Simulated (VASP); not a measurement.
A run of VASP 6.6.1 is set up as follows.

Contents of INCAR:

```
  PREC = Accurate
  ENCUT = 520
  EDIFF = 1E-6
  ISMEAR = -1
  SIGMA = 0.08
  LREAL = False
  LASPH = True
  NELM = 60
  ALGO = Normal
  ISIF = 2
  LWAVE = False
  LCHARG = False
  LDIPOL = True
  IDIPOL = 3
  DIPOL = 0.5 0.5 0.500
  GGA = PE
  NBANDS = 24
```

The input KPOINTS:

```
Automatic mesh
0
Gamma
  14 10 1
```

File POSCAR:

```
Ag
1.0
    2.9333909044      0.0000000000      0.0000000000
    0.0000000000      4.1484412008      0.0000000000
    0.0000000000      0.0000000000     15.9334000000
Ag
3
Direct
    0.0000000000      0.0000000000      0.4112108482
    0.5000000000      0.5000000000      0.4999999990
    0.0000000000      0.0000000000      0.5887891529
```

Potentials or basis: VASP PAW PBE potentials, release 64 (Ag).

Command:

```console
$ cat potpaw_PBE.64/Ag/POTCAR > POTCAR
$ mpirun -np 1 vasp_std > vasp.out
```

Task: Predict the largest force.

Result: 0.010 eV/Å.

Forces in eV/Å, atoms in the order of the input:
```
Ag   0.000  0.000  0.010
Ag   0.000  0.000  0.000
Ag   0.000  0.000 -0.010
```
